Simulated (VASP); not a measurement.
Runs of VASP 6.6.1 on Pt. The structure is that of space group R-3m (No. 166), or close to it. The cells are those of the table. 

```tsv
cell	further INCAR settings	gap on the mesh (eV)	pressure (GPa)
a = 2.796 Å, angles 112.6°, 1 atom	ALGO = Fast; EDIFF = 1e-06; NBANDS = 11	none	35.4
a = 2.547 Å, angles 86.0°, 1 atom	ALGO = Fast; EDIFF = 1e-06; NBANDS = 11	none	12.1
a = 2.990 Å, angles 114.8°, 1 atom	ALGO = Fast; EDIFF = 1e-07; NBANDS = 11	none	86.9
a = 2.555 Å, angles 100.1°, 1 atom	ALGO = Fast; EDIFF = 1e-06; NBANDS = 11	none	15.6
a = 3.208 Å, angles 116.4°, 1 atom	ALGO = Fast; EDIFF = 1e-07; NBANDS = 11	none	(a)
a = 2.872 Å, angles 112.6°, 1 atom	ALGO = Fast; EDIFF = 1e-07; NBANDS = 11	none	8.2
a = 2.522 Å, angles 100.1°, 1 atom	ALGO = Fast; EDIFF = 1e-06; NBANDS = 11	none	29.0
a = 2.449 Å, angles 93.6°, 1 atom	ALGO = Fast; EDIFF = 1e-07; NBANDS = 11	none	(c)
a = 2.597 Å, angles 105.4°, 1 atom	ALGO = Fast; EDIFF = 1e-07; NBANDS = 11	none	(b)
a = 3.449 Å, angles 117.6°, 1 atom	ALGO = Fast; EDIFF = 1e-06; NBANDS = 11	none	272.9
a = 2.482 Å, angles 93.6°, 1 atom	ALGO = Fast; EDIFF = 1e-07; NBANDS = 11	none	(d)
a = 3.166 Å, angles 116.4°, 1 atom	ALGO = Fast; EDIFF = 1e-07; NBANDS = 11	none	198.3
```

Alike in all rows: task single point; level PBEsol; potentials or basis VASP PAW PBE potentials, release 64 (Pt); no spin polarisation; k mesh 22 × 22 × 22; cutoff (eV) 520; smearing gaussian 0.15 eV.

Q: Estimate the missing entries.

A: (a) 174.0; (b) 11.4; (c) 56.4; (d) 38.3.

Caveats: the cell stands under pressure; the PAW data sets were made with another functional, which shifts forces and pressure a little; spin-orbit coupling is left out, which moves the levels of the heavy elements; atoms lie so close that the PAW spheres overlap strongly, which falsifies energies and pressures (at least some runs).

A k mesh can miss the band edges, and the runs leave out spin-orbit coupling on Pt.

A gap of «none» marks levels without a gap at the run's occupations.
